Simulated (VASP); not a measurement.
Ru: single point with LDA

Crystal: Ru.

```xyz
2
Lattice="4.0742 0.0000 0.0000 0.0000 6.6368 -0.0290 0.0000 -2.3743 0.9246" Properties=species:S:1:pos:R:3 pbc="T T T"
Ru    1.0185    1.3971    0.2857
Ru    3.0556    2.8653    0.6098
```

```json
{
  "Program": "VASP 6.6.1",
  "Task": "single point",
  "Functional": "LDA",
  "Potentials or basis": "VASP PAW LDA potentials, release 64 (Ru_pv)",
  "Cutoff": "520 eV",
  "k mesh": "9 × 5 × 36",
  "Occupations": "gaussian, width 0.1 eV",
  "Spin": "no spin polarisation"
}
```

* Pressure: 28.7 GPa
* Largest force: 0.013 eV/Å
* Band gap on the k mesh: zero (bands 14 and 15 overlap by 3.30 eV)

Forces on the atoms (eV/Å):
```
Ru   0.000 -0.011 -0.007
Ru   0.000  0.011  0.007
```

Stress tensor (GPa, compression positive):
```
36.65  0.00  0.00
 0.00 48.27 -0.21
 0.00 -0.21  1.26
```

Levels at points of the mesh, in eV from the Fermi level:
| k point | band 12 | band 13 | band 14 | band 15 | band 16 | band 17 |
| --- | --- | --- | --- | --- | --- | --- |
| (0.00, 0.00, 0.00) | -2.29 | -1.90 | -1.48 | -1.25 | 1.32 | 1.42 |
| (0.00, 0.00, 0.50) | -2.17 | -1.77 | 1.10 | 1.62 | 2.33 | 4.66 |

Wall time 3.9 min on 1 thread of Intel(R) Xeon(R) Platinum 8488C (Sapphire Rapids), on a shared host, peak memory 0.3 GiB.

Caveat: the stress differs along the axes, from 1 to 48 GPa.
